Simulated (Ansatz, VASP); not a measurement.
**Bi: VASP beside Ansatz**

```xyz
1
Lattice="3.2746 0.0000 0.0000 0.0000 3.2746 0.0000 0.0000 0.0000 3.2746" Properties=species:S:1:pos:R:3 pbc="T T T"
Bi    0.0000    0.0000    0.0000
```

Alike in both runs: functional PBE; k mesh 13 × 13 × 13; occupations fermi-dirac, width 0.08 eV; no spin polarisation.

Ansatz relaxed the structure, and its values are those at the end. VASP's run is a single point on that final structure, the one shown.

|  | VASP | Ansatz |
| --- | --- | --- |
| version | VASP 6.6.1 | Ansatz 0.2.0 |
| potentials or method | VASP PAW PBE potentials, release 64 (Bi_d) | PAW with Ansatz's default frozen-core files, scalar-relativistic |
| plane-wave cutoff (eV) | 520 | 420 |
| valence electrons in the cell | 15 | 15 |

|  | VASP | Ansatz | Ansatz less VASP |
| --- | --- | --- | --- |
| pressure (GPa) | -0.1 | 0.0 | +0.06 |

Neither program's run includes spin-orbit coupling.
